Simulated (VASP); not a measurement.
Wanted: the native input for a VASP 6.6.1 run.

```yaml
Task: single point
Functional: r2SCAN
Potentials_or_basis: VASP PAW PBE potentials, release 64 (Zr_sv, Si)
Cutoff: 520 eV
k_mesh: 9 × 9 × 9
Occupations: gaussian, width 0.02 eV
Spin: no spin polarisation
Dipole_correction: no
Further_INCAR_settings: ALGO = Normal; EDIFF = 1e-06; NBANDS = 29
```

Crystal: ZrSi2.

```
Zr Si
1.0
     1.83428   -7.29308    0.00000
     1.83428    7.29308    0.00000
     0.00000    0.00000    3.63491
Zr Si
2 4
Direct
  0.10540 0.89460 0.25000
  0.89460 0.10540 0.75000
  0.75040 0.24960 0.25000
  0.24960 0.75040 0.75000
  0.44780 0.55220 0.25000
  0.55220 0.44780 0.75000
```

These files were run (other wordings do the same):

POSCAR

```
ZrSi2
1.0
    1.8342815485     -7.2930757197      0.0000000000
    1.8342815485      7.2930757197      0.0000000000
    0.0000000000      0.0000000000      3.6349065548
Zr Si
2 4
Direct
    0.1054000000      0.8946000000      0.2500000000
    0.8946000000      0.1054000000      0.7500000000
    0.7504000000      0.2496000000      0.2500000000
    0.2496000000      0.7504000000      0.7500000000
    0.4478000000      0.5522000000      0.2500000000
    0.5522000000      0.4478000000      0.7500000000
```

INCAR.step1

```
SYSTEM = ZrSi2
PREC = Accurate ; ENCUT = 520
ISMEAR = 0 ; SIGMA = 0.02
LREAL = .False. ; LASPH = .True.
NELM = 60 ; NBANDS = 29
GGA = PE ; ALGO = Normal
EDIFF = 1E-4 ; LWAVE = .True.
LCHARG = .False.
```

INCAR.step2

```
SYSTEM = ZrSi2
PREC = Accurate ; ENCUT = 520
EDIFF = 1E-6 ; ISMEAR = 0
SIGMA = 0.02 ; LREAL = .False.
LASPH = .True. ; NELM = 60
ALGO = Normal ; ISIF = 2
LWAVE = .False. ; LCHARG = .False.
METAGGA = R2SCAN ; LMIXTAU = .True.
NBANDS = 29 ; ISTART = 1
```

KPOINTS

```
Automatic mesh
0
Gamma
  9 9 9
  0 0 0
```

Potentials or basis: VASP PAW PBE potentials, release 64 (Zr_sv, Si).

Command:

```bash
$ cat potpaw_PBE.64/Zr_sv/POTCAR potpaw_PBE.64/Si/POTCAR > POTCAR
$ cp INCAR.step1 INCAR
$ mpirun -np 1 vasp_std > vasp.out
$ cp INCAR.step2 INCAR
$ mpirun -np 1 vasp_std > vasp.out
```

Results of the run:

The pressure is 4.5 GPa, the largest force is 0.109 eV/Å and the band gap on the k mesh is zero (bands 20 and 21 overlap by 0.96 eV).

Caveat: the cell stands under pressure; the PAW data sets were made with another functional, which shifts forces and pressure a little.

It took 88 min on 1 thread of Intel Xeon 8259CL (shared host), peak memory 0.47 GiB.
